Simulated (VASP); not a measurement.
Runs of VASP 6.6.1 on SiO2 (Stishovite). The structure is that of space group P4_2/mnm (No. 136), or close to it. The cells are those of the table. 

```tsv
cell	gap on the mesh (eV)	pressure (GPa)	largest force (eV/Å)
a = 4.121, b = 4.121, c = 2.629 Å, 6 atoms	6.38	11.9	0.29
a = 4.177, b = 4.177, c = 2.665 Å, 6 atoms	5.62	(a)	-
a = 4.338, b = 4.338, c = 2.768 Å, 6 atoms	3.70	-31.5	(d)
a = 4.286, b = 4.286, c = 2.734 Å, 6 atoms	(b)	-23.8	0.48
a = 4.063, b = 4.063, c = 2.592 Å, 6 atoms	(c)	29.7	0.62
```

Alike in all rows: task single point; level LDA; potentials or basis VASP PAW LDA potentials, release 64 (Si, O); no spin polarisation; k mesh 6 × 6 × 8; cutoff (eV) 520; smearing gaussian 0.01 eV.

**Question.** Fill in the values left out.

**Answer.** (a) -2.6; (b) 4.29; (c) 6.73; (d) 0.67.

A k mesh can miss the band edges.
